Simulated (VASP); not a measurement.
A run of VASP 6.6.1 is set up as follows.

File INCAR:

```
SYSTEM = Mg3BeS
PREC     = Accurate       ! precision mode
ENCUT    = 520            ! plane-wave cutoff, eV
EDIFF    = 1E-6           ! SCF threshold, eV
ISMEAR   = 0              ! smearing method
SIGMA    = 0.1            ! smearing width, eV
LREAL    = .FALSE.        ! projectors in reciprocal space
LASPH    = .TRUE.         ! aspherical terms in the spheres
NELM     = 80             ! most SCF steps
ALGO     = Normal         ! electronic algorithm
ISIF     = 2              ! what is computed and relaxed
LWAVE    = .FALSE.        ! write WAVECAR
LCHARG   = .FALSE.        ! write CHGCAR
GGA      = PE             ! functional
NBANDS   = 25             ! bands
```

File KPOINTS:

```
regular mesh
0
G
  3 3 4
  0 0 0
```

File POSCAR:

```
Mg3BeS
1.0
    5.8378089600      0.0000000000      0.0000000000
   -2.9189044800      5.0556908600      0.0000000000
    0.0000000000      0.0000000000      6.2851764600
Mg Be S
6 2 2
Direct
    0.0000000000      0.6464536800      0.7387517100
    0.3535463200      0.3535463200      0.7387517100
    0.6464536800      0.0000000000      0.7387517100
    0.6464536800      0.6464536800      0.2612482900
    0.0000000000      0.3535463200      0.2612482900
    0.3535463200      0.0000000000      0.2612482900
    0.0000000000      0.0000000000      0.3462014200
    0.0000000000      0.0000000000      0.6537985800
    0.6666666700      0.3333333300      0.5000000000
    0.3333333300      0.6666666700      0.5000000000
```

Potentials or basis: VASP PAW PBE potentials, release 64 (Mg, Be, S).

Launch:

```console
$ cat potpaw_PBE.64/Mg/POTCAR potpaw_PBE.64/Be/POTCAR potpaw_PBE.64/S/POTCAR > POTCAR
$ mpirun -np 1 vasp_std > vasp.out
```

**Question.** Estimate the largest force.

**Answer.** 1.802 eV/Å.

**Question.** Predict the band gap on the k mesh.

**Answer.** Zero (bands 14 and 15 overlap by 0.72 eV).

**Question.** What does it give for the pressure?

**Answer.** 14.5 GPa.

Forces on the atoms (eV/Å):
```
Mg   0.624 -1.081  1.300
Mg   0.624  1.081  1.300
Mg  -1.248  0.000  1.300
Mg  -0.624 -1.081 -1.300
Mg  -0.624  1.081 -1.300
Mg   1.248  0.000 -1.300
Be   0.000  0.000  0.957
Be   0.000  0.000 -0.957
S    0.000  0.000  0.000
S    0.000  0.000  0.000
```

Caveat: the k points lie up to 0.41 Å⁻¹ apart, too coarse for converged energies and pressures of a metal; semilocal functionals underestimate gaps, and a narrow one can read as zero; forces of over 1 eV/Å act on the atoms, so gaps and moduli don't describe the material at rest.
